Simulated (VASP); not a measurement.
# Sb (R-3m) in VASP: settings compared

Aim: see how the results for Sb move with the level of theory and the settings. Levels: PBEsol-based screened hybrid with 25 % exact exchange, revPBE+D3(BJ), RPBE+D4, PBE+D4, PBE. Tasks: single point.

Program: VASP 6.6.1. These are calculated values, not measurements. Logs are shortened: lines on timing, memory, paths and dates and some standing lists are left out, and cuts for length are marked.

**1. The cell of the first run**

The structure is trigonal, space group R-3m (No. 166). Conventional cell: a = 4.320 Å, b = 4.320 Å, c = 11.203 Å, α = 90.00°, β = 90.00°, γ = 120.00°. Within 3.8 Å of Sb (site symmetry 3m) lie 6 Sb at 2.88 to 3.39 Å.

**2. Single point, PBEsol-based screened hybrid with 25 % exact exchange**

POSCAR reads:

```
Sb
1.0
    2.1599482920      1.2470467278      3.7344488395
   -2.1599482920      1.2470467278      3.7344488395
    0.0000000000     -2.4940934556      3.7344488395
Sb
2
Direct
    0.7693249688      0.7693249688      0.7693249688
    0.2306750312      0.2306750312      0.2306750312
```

INCAR.step1 reads:

```
  PREC = Accurate
  ENCUT = 520
  EDIFF = 1E-5
  ISMEAR = -1
  SIGMA = 0.05
  LREAL = F
  LASPH = T
  NELM = 60
  ALGO = Normal
  ISIF = 2
  LWAVE = T
  LCHARG = F
  GGA = PE
  NBANDS = 12
```

INCAR.step2 reads:

```
  PREC = Accurate
  ENCUT = 520
  EDIFF = 1E-7
  ISMEAR = -1
  SIGMA = 0.05
  LREAL = F
  LASPH = T
  NELM = 60
  ALGO = Normal
  ISIF = 2
  LWAVE = F
  LCHARG = F
  GGA = PS
  LHFCALC = T
  AEXX = 0.25
  HFSCREEN = 0.207
  PRECFOCK = Normal
  ISTART = 1
  NBANDS = 12
```

KPOINTS reads:

```
regular mesh
0
Gamma
  4 4 4
```

Potentials or basis: VASP PAW PBE potentials, release 64 (Sb).

On the command line:

```
$ cat potpaw_PBE.64/Sb/POTCAR > POTCAR
$ cp INCAR.step1 INCAR
$ mpirun -np 1 vasp_std > vasp.out
$ cp INCAR.step2 INCAR
$ mpirun -np 1 vasp_std > vasp.out
```

OUTCAR:

```text
PREC = Accurate
   ENCUT = 520
   EDIFF = 1E-7
   ISMEAR = -1
   LREAL = F
   LASPH = T
   NELM = 60
   ISIF = 2
   GGA = PS
   LHFCALC = T
   AEXX = 0.25
   HFSCREEN = 0.207
   PRECFOCK = Normal
   ISTART = 1

 ion  position               nearest neighbor table
   1  0.769  0.769  0.769-   2 2.88   2 2.88   2 2.88   2 3.39   2 3.39   2 3.39
   2  0.231  0.231  0.231-   1 2.88   1 2.88   1 2.88   1 3.39   1 3.39   1 3.39

  LATTYP: Found a trigonal (rhomboedric) cell.
 ALAT       =     4.4907249192
 COS(alpha) =     0.5373167275

  Lattice vectors:

 A1 = (   2.1599482920,   1.2470467278,   3.7344488395)
 A2 = (  -2.1599482920,   1.2470467278,   3.7344488395)
 A3 = (   0.0000000000,  -2.4940934556,   3.7344488395)

Analysis of symmetry for initial positions (statically):
=====================================================================
 Subroutine PRICEL returns:
 Original cell was already a primitive cell.

 Routine SETGRP: Setting up the symmetry group for a
 trigonal (rhombohedral) supercell.

 Subroutine GETGRP returns: Found 12 space group operations
 (whereof 12 operations were pure point group operations)
 out of a pool of 12 trial point group operations.

The static configuration has the point symmetry D_3d.

Analysis of symmetry for dynamics (positions and initial velocities):
=====================================================================
 Subroutine PRICEL returns:
 Original cell was already a primitive cell.

 Routine SETGRP: Setting up the symmetry group for a
 trigonal (rhombohedral) supercell.

 Subroutine GETGRP returns: Found 12 space group operations
 (whereof 12 operations were pure point group operations)
 out of a pool of 12 trial point group operations.

The dynamic configuration has the point symmetry D_3d.

 Subroutine INISYM returns: Found 12 space group operations
 (whereof 12 operations are pure point group operations),
 and found     1 'primitive' translations

----------------------------------------------------------------------------------------

                                     Primitive cell

  volume of cell :      60.3537

  direct lattice vectors                    reciprocal lattice vectors
     2.159948292  1.247046728  3.734448840     0.231487023  0.133649095  0.089259044
    -2.159948292  1.247046728  3.734448840    -0.231487023  0.133649095  0.089259044
     0.000000000 -2.494093456  3.734448840     0.000000000 -0.267298190  0.089259044

  length of vectors
     4.490724919  4.490724919  4.490724919     0.281807557  0.281807557  0.281807557

  position of ions in fractional coordinates (direct lattice)
     0.769324969  0.769324969  0.769324969
     0.230675031  0.230675031  0.230675031

  ion indices of the primitive-cell ions
   primitive index   ion index
                 1           1
                 2           2

----------------------------------------------------------------------------------------

 KPOINTS: regular mesh

Automatic generation of k-mesh.
 Grid dimensions read from file:
 generate k-points for:    4    4    4

 Generating k-lattice:

  Cartesian coordinates                     Fractional coordinates (reciprocal lattice)
     0.057871756  0.033412274  0.022314761     0.250000000  0.000000000  0.000000000
    -0.057871756  0.033412274  0.022314761     0.000000000  0.250000000  0.000000000
     0.000000000 -0.066824548  0.022314761     0.000000000  0.000000000  0.250000000

  Length of vectors
     0.070451889  0.070451889  0.070451889

  Shift w.r.t. Gamma in fractional coordinates (k-lattice)
     0.000000000  0.000000000  0.000000000

 Subroutine IBZKPT returns following result:
 ===========================================

 Found     13 irreducible k-points:

 Following reciprocal coordinates:
            Coordinates               Weight
  0.000000  0.000000  0.000000      1.000000
  0.250000  0.000000 -0.000000      6.000000
  0.500000  0.000000 -0.000000      3.000000
  0.250000  0.250000 -0.000000      6.000000
  0.500000  0.250000 -0.000000     12.000000
 -0.250000  0.250000  0.000000      6.000000
  0.500000  0.500000 -0.000000      3.000000
  0.250000  0.250000  0.250000      2.000000
  0.500000  0.250000  0.250000      6.000000
 -0.250000  0.250000  0.250000      6.000000
  0.500000  0.500000  0.250000      6.000000
 -0.250000  0.500000  0.250000      6.000000
  0.500000  0.500000  0.500000      1.000000
   k-points           NKPTS =     13   k-points in BZ     NKDIM =     64   number of bands    NBANDS=     12
   number of dos      NEDOS =    301   number of ions     NIONS =      2
   total plane-waves  NPLWV =  46656
   dimension x,y,z NGX =    36 NGY =   36 NGZ =   36
   dimension x,y,z NGXF=    72 NGYF=   72 NGZF=   72
   ions per type =               2
   NGX,Y,Z   is equivalent  to a cutoff of  13.33, 13.33, 13.33 a.u.
   NGXF,Y,Z  is equivalent  to a cutoff of  26.65, 26.65, 26.65 a.u.
 SYSTEM =  unknown system
   PREC   = accura    normal or accurate (medium, high low for compatibility)
   ISTART =      1    job   : 0-new  1-cont  2-samecut
   ICHARG =      0    charge: 1-file 2-atom 10-const
   ISPIN  =      1    spin polarized calculation?
   LNONCOLLINEAR =      F non collinear calculations
   LSORBIT =      F    spin-orbit coupling
   LASPH  =      T    aspherical Exc in radial PAW
   ENCUT  =  520.0 eV  38.22 Ry    6.18 a.u.   8.35  8.35  8.35*2*pi/ulx,y,z
   NELM   =     60;   NELMIN=  2; NELMDL=  0     # of ELM steps
   EDIFF  = 0.1E-06   stopping-criterion for ELM
   LREAL  =      F    real-space projection
   EDIFFG = 0.1E-05   stopping-criterion for IOM
   NSW    =      0    number of steps for IOM
   IBRION =     -1    ionic relax: 0-MD 1-quasi-New 2-CG
   NFREE  =      0    steps in history (QN), initial steepest desc. (CG)
   ISIF   =      2    stress and relaxation
   ISYM   =      3    0-nonsym 1-usesym 2-fastsym
   POTIM  = 0.5000    time-step for ionic-motion
   TEBEG  =    0.0;   TEEND  =   0.0 temperature during run
   PSTRESS=    0.0 pullay stress
   NELECT =      10.0000    total number of electrons
   NUPDOWN=      -1.0000    fix difference up-down
   EMIN   =  10.00;   EMAX   =-10.00  energy-range for DOS
   EFERMI =   0.00;   METHOD = LEGACY
   ISMEAR =    -1;   SIGMA  =   0.05  broadening in eV -4-tet -1-fermi 0-gaus
   EFERMI_NEDOS =   21; number of points for ismear=-14 and -15
   IALGO  =     38    algorithm
   IMIX   =      1    mixing-type and parameters
     AMIX     =   0.40;   BMIX     =  1.00
     AMIX_MAG =   1.60;   BMIX_MAG =  1.00
  volume/ion in A,a.u.               =      30.18       203.64
  Fermi-wavevector in a.u.,A,eV,Ry     =   0.899167  1.699179 11.000321  0.808501
  Thomas-Fermi vector in A             =   2.021967
   LORBIT       =      0    0 simple, 1 ext, 2 COOP (PROOUT), +10 PAW based schemes
   GGA     = PS    functional components
   LHFCALC =     T    Hartree Fock is set to
   PRECFOCK=normal    Normal, Fast or Accurate (Low or Medium for compatibility)
   ENCUT4O =  -1.0   cutoff for four orbital integrals eV
   NKREDX  =     1    reduce k-point grid by
   NKREDY  =     1    reduce k-point grid by
   NKREDZ  =     1    reduce k-point grid by
   AEXX    =    0.2500 exact exchange contribution
   HFSCREEN=    0.2070 screening length (either q_TF or 0.3 A-1)
   HFSCREENC=   0.2070 screening length for correlation (either q_TF or 0.3 A-1)
   ENCUTFOCK=  -1.0 apply spherical cutoff to Coloumb kernel
   IVDW    =     0    specifies the selected vdW correction
   LEPSILON=     F    determine dielectric tensor
   LRPA    =     F    only Hartree local field effects (RPA)
 non-spin polarized calculation
  energy-cutoff  :      520.00
  volume of cell :       60.35
 maximum number of plane-waves:      1648
 NGX is ok and might be reduce to    36
  NGX = 28; NGY = 28; NGZ = 28

 number of electron       9.9999999 magnetization

 number of electron      10.0000000 magnetization

 Free energy of the ion-electron system (eV)
  ---------------------------------------------------
  ext. energy  EPLUGINS =         0.00000000
  ---------------------------------------------------
  free energy    TOTEN  =       -10.79024207 eV

  energy without entropy =      -10.78830009  energy(sigma->0) =      -10.78927108

 E-fermi :   6.8260     XC(G=0):  -8.0244

 val. band max:        6.6815110193   @ k =   0.5000   0.0000  -0.0000
 cond. band min:       6.9703939384   @ k =   0.5000   0.0000  -0.0000
 fundamental gap:      0.2888829191
 Fermi energy:         6.8260202328

 k-point     1 :       0.0000    0.0000    0.0000
  band No.  band energies     occupation
      1      -7.2016      2.00000
      2       1.8970      2.00000
      3       4.7984      2.00000
      4       4.7984      2.00000
      5       4.8035      2.00000
      6       9.2103      0.00000
      7      10.1275      0.00000
      8      10.1275      0.00000
      9      12.6671      0.00000
     10      12.6671      0.00000
     11      13.0717      0.00000
     12      14.1195      0.00000

 k-point     2 :       0.2500    0.0000   -0.0000
  band No.  band energies     occupation
      1      -6.4477      2.00000
      2      -0.7456      2.00000
      3       4.6299      2.00000
      4       4.7486      2.00000
      5       5.8450      2.00000
      6       8.4743      0.00000
      7       8.8687      0.00000
      8       8.9288      0.00000
      9      12.3922      0.00000
     10      13.0845      0.00000
     11      13.4847      0.00000
     12      17.4847      0.00000
[... 136 lines left out ...]
 k-point    12 :      -0.2500    0.5000    0.2500
  band No.  band energies     occupation
      1      -4.0989      2.00000
      2      -2.9431      2.00000
      3       1.3918      2.00000
      4       1.4649      2.00000
      5       6.1353      2.00000
      6       8.1053      0.00000
      7      11.9910      0.00000
      8      11.9978      0.00000
      9      13.9921      0.00000
     10      14.1526      0.00000
     11      18.0014      0.00000
     12      18.0185      0.00000

 k-point    13 :       0.5000    0.5000    0.5000
  band No.  band energies     occupation
      1      -5.5893      2.00000
      2      -2.7795      2.00000
      3       5.2413      2.00000
      4       5.2413      2.00000
      5       6.4390      1.99913
      6       7.3702      0.00004
      7       7.3702      0.00004
      8       8.3797      0.00000
      9      14.5847      0.00000
     10      16.4033      0.00000
     11      16.4033      0.00000
     12      16.9847      0.00000

------------------------ aborting loop because EDIFF is reached ----------------------------------------

  FORCE on cell =-STRESS in cart. coord.  units (eV):
  Direction    XX          YY          ZZ          XY          YZ          ZX
  --------------------------------------------------------------------------------------
  -------------------------------------------------------------------------------------
  Total       -0.3332851     -0.3332851     -0.2556647      0.0000000      0.0000000      0.0000000
  in kB       -8.8475420     -8.8475420     -6.7869947      0.0000000      0.0000000      0.0000000
  external PRESSURE =      -8.1606929 kB  Pullay stress =       0.0000000 kB

 VOLUME and BASIS-vectors are now :
 -----------------------------------------------------------------------------
  energy-cutoff  :      520.00
  volume of cell :       60.35
      direct lattice vectors                 reciprocal lattice vectors
     2.159948292  1.247046728  3.734448840     0.231487023  0.133649095  0.089259044
    -2.159948292  1.247046728  3.734448840    -0.231487023  0.133649095  0.089259044
     0.000000000 -2.494093456  3.734448840     0.000000000 -0.267298190  0.089259044

 POSITION                                       TOTAL-FORCE (eV/Angst)
 -----------------------------------------------------------------------------------
      0.00000      0.00000      8.61901         0.000000      0.000000      0.057785
      0.00000      0.00000      2.58433         0.000000     -0.000000     -0.057785
 -----------------------------------------------------------------------------------
    total drift:                               -0.000000      0.000000      0.000000

  FREE ENERGIE OF THE ION-ELECTRON SYSTEM (eV)
  ---------------------------------------------------
  free  energy   TOTEN  =       -10.7902420743 eV

  energy  without entropy=      -10.7883000869  energy(sigma->0) =      -10.78927108
```

Wall time 7.8 min (1 thread of AMD EPYC 9R45 (Zen 5), shared host); peak memory 0.27 GiB.

Results:

* Free energy: -10.7902 eV
* Pressure: -0.8 GPa
* Largest force: 0.058 eV/Å

Forces on the atoms (eV/Å):
```
Sb   0.000  0.000  0.058
Sb   0.000  0.000 -0.058
```

Stress tensor (GPa, compression positive):
```
-0.88  0.00  0.00
 0.00 -0.88  0.00
 0.00  0.00 -0.68
```

Caveat: the k points lie up to 0.44 Å⁻¹ apart; the PAW data sets were made with another functional, which shifts forces and pressure a little; spin-orbit coupling is left out, which moves the levels of the heavy elements.

**3. Single point, revPBE+D3(BJ), non-collinear spin, zero start, spin-orbit coupling**

INCAR reads:

```
SYSTEM = Sb
PREC = Accurate ; ENCUT = 520
EDIFF = 1E-6 ; ISMEAR = 1
SIGMA = 0.1 ; LREAL = .FALSE.
LASPH = .TRUE. ; NELM = 150
ALGO = Normal ; ISIF = 2
LWAVE = .FALSE. ; LCHARG = .FALSE.
MAGMOM = 0 0 0 0 0 0 ; LORBIT = 11
LSORBIT = .TRUE. ; GGA_COMPAT = .FALSE.
LORBMOM = .TRUE. ; GGA = RE
IVDW = 12 ; NBANDS = 22
```

KPOINTS reads:

```
regular mesh
0
G
  8 8 8
  0 0 0
```

POSCAR reads:

```
Sb
1.0
    2.1542000000      1.2437279499      3.7580000000
   -2.1542000000      1.2437279499      3.7580000000
    0.0000000000     -2.4874558998      3.7580000000
Sb
2
Direct
    0.7665100000      0.7665100000      0.7665100000
    0.2334900000      0.2334900000      0.2334900000
```

Potentials or basis: VASP PAW PBE potentials, release 64 (Sb).

On the command line:

```
$ cat potpaw_PBE.64/Sb/POTCAR > POTCAR
$ mpirun -np 1 vasp_ncl > vasp.out
```

It took 5.1 min on 1 thread of AMD EPYC 7R13, shared host; peak memory 0.41 GiB.

It converged, with:

| Quantity | Value |
| --- | --- |
| Free energy | -9.5315 eV |
| Pressure | -1.1 GPa |
| Largest force | 0.215 eV/Å |
| Net moment | 0.00 μB per cell |
| Valence electrons inside the program's atomic spheres | Sb 2.40 |
| Dispersion energy per atom | -0.892 eV |

Forces in eV/Å, atoms in the order of the input:
```
Sb   0.000  0.000 -0.215
Sb   0.000  0.000  0.215
```

Stress tensor (GPa, compression positive):
```
-0.82  0.00  0.00
 0.00 -0.82  0.00
 0.00  0.00 -1.63
```

Moments on the atoms (μB; x, y, z):
```
Sb  0.00 0.00 0.00
Sb  0.00 0.00 0.00
```

Caveat: the PAW data sets were made with another functional, which shifts forces and pressure a little.

(Part 1 of 2 ends here.)
